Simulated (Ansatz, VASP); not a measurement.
This is a calculation of SnSe2 for Ansatz 0.2.0.

input.yaml

```yaml
crystal:
  lattice:
    - [3.811, 0.0, 0.0]
    - [-1.9055, 3.3004228138, 0.0]
    - [0.0, 0.0, 6.136]
  atoms:
    - { symbol: Sn, position: [0.0, 0.0, 0.0] }
    - { symbol: Se, position: [0.6666666667, 0.3333333333, 0.751] }
    - { symbol: Se, position: [0.3333333333, 0.6666666667, 0.249] }
hamiltonian:
  xc: r2scan
  pseudopotentials: { kind: paw }
  dispersion: rvv10
kpoints:
  mp_grid: { grid: [8, 8, 5] }
scf:
  occupations: { method: fermi_dirac, width: 0.05 }
output:
  forces: true
  stress: true
  eigenvalues: true
relax:
  f_tol: 0.01
  max_steps: 40
  cell: { stress_tol: 0.05 }
```

Potentials or basis: Ansatz PAW.

Run with:

```console
$ ansatz run input.yaml --threads 2 --pin off --max-ram 5632MiB --backend cpu --events-out ev --progress --plain --runs-dir out
```

Translate it to VASP 6.6.1. Potentials there: VASP PAW PBE potentials, release 64 (Sn_d, Se).

As run (the cutoff follows the program's own potentials):

File POSCAR:

```
SnSe2
1.0
    3.8110000000      0.0000000000      0.0000000000
   -1.9055000000      3.3004228138      0.0000000000
    0.0000000000      0.0000000000      6.1360000000
Sn Se
1 2
Direct
    0.0000000000      0.0000000000      0.0000000000
    0.6666666667      0.3333333333      0.7510000000
    0.3333333333      0.6666666667      0.2490000000
```

INCAR.step1

```
PREC = Accurate
ENCUT = 600
ISMEAR = -1
SIGMA = 0.05
LREAL = False
LASPH = True
NELM = 80
GGA = PE
ALGO = Normal
EDIFF = 1E-4
LWAVE = True
LCHARG = False
```

The input INCAR.step2:

```
PREC = Accurate
ENCUT = 600
EDIFF = 1E-6
ISMEAR = -1
SIGMA = 0.05
LREAL = False
LASPH = True
NELM = 80
ALGO = Normal
ISIF = 3
LWAVE = False
LCHARG = False
METAGGA = R2SCAN
LMIXTAU = True
LUSE_VDW = True
IVDW_NL = 2
BPARAM = 11.95
CPARAM = 0.0093
IBRION = 2
NSW = 60
EDIFFG = -0.01
ISTART = 1
```

Contents of KPOINTS:

```
regular mesh
0
Gamma
  8 8 5
```

Potentials or basis: VASP PAW PBE potentials, release 64 (Sn_d, Se).

The run is started by

```bash
$ cat potpaw_PBE.64/Sn_d/POTCAR potpaw_PBE.64/Se/POTCAR > POTCAR
$ cp INCAR.step1 INCAR
$ mpirun -np 1 vasp_std > vasp.out
$ cp INCAR.step2 INCAR
$ mpirun -np 1 vasp_std > vasp.out
```

Both were run:

|  | VASP | Ansatz | Ansatz less VASP |
| --- | --- | --- | --- |
| gap on the k mesh at the Fermi level, each at its own relaxed structure (eV) | 0.98 | 0.98 | +0.006 |
| relaxed volume (Å³/atom) | 26.47 | 26.32 | -0.152 |
| relaxed length of the cell vector where the two differ most in proportion (Å) | 6.255 | 6.227 | -0.0280 |

VASP's potentials were made for PBE, not for r2SCAN. VASP's potentials hold 26 valence electrons a cell and Ansatz's 46, so a difference there can come from the potentials and not from the codes.

Noted on Ansatz's run: odd divisions of the mesh miss points on the zone boundary, where band edges often lie, so the gap on the mesh can be too wide; the plane-wave basis is chosen anew once the cell has moved, so the energies of steps on either side of that aren't comparable.
